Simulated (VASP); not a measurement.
A run of VASP 6.6.1:

The input INCAR:

```
  PREC = Accurate
  ENCUT = 520
  EDIFF = 1E-6
  ISMEAR = 0
  SIGMA = 0.05
  LREAL = F
  LASPH = T
  NELM = 100
  ALGO = Normal
  ISIF = 2
  LWAVE = F
  LCHARG = F
  GGA = PS
  NBANDS = 14
```

Contents of KPOINTS:

```
Automatic mesh
0
Gamma
  6 6 6
```

The input POSCAR:

```
HfSi
1.0
    0.0000000000      2.9101917669      2.9101917669
    2.9101917669      0.0000000000      2.9101917669
    2.9101917669      2.9101917669      0.0000000000
Hf Si
1 1
Direct
    0.0000000000      0.0000000000      0.0000000000
    0.2500000000      0.2500000000      0.2500000000
```

Potentials or basis: VASP PAW PBE potentials, release 64 (Hf_pv, Si).

The run is started by

```console
$ cat potpaw_PBE.64/Hf_pv/POTCAR potpaw_PBE.64/Si/POTCAR > POTCAR
$ mpirun -np 1 vasp_std > vasp.out
```

Hardware: 1 thread of Intel(R) Xeon(R) Platinum 8375C CPU @ 2.90GHz (Ice Lake), with other jobs on the host.

**Question.** Estimate the wall time of this run.

**Answer.** Run time: 17 s on 1 thread of Intel(R) Xeon(R) Platinum 8375C CPU @ 2.90GHz (Ice Lake), on a shared host, peak memory 0.17 GiB. Counts: scf iterations 13, k points 16.
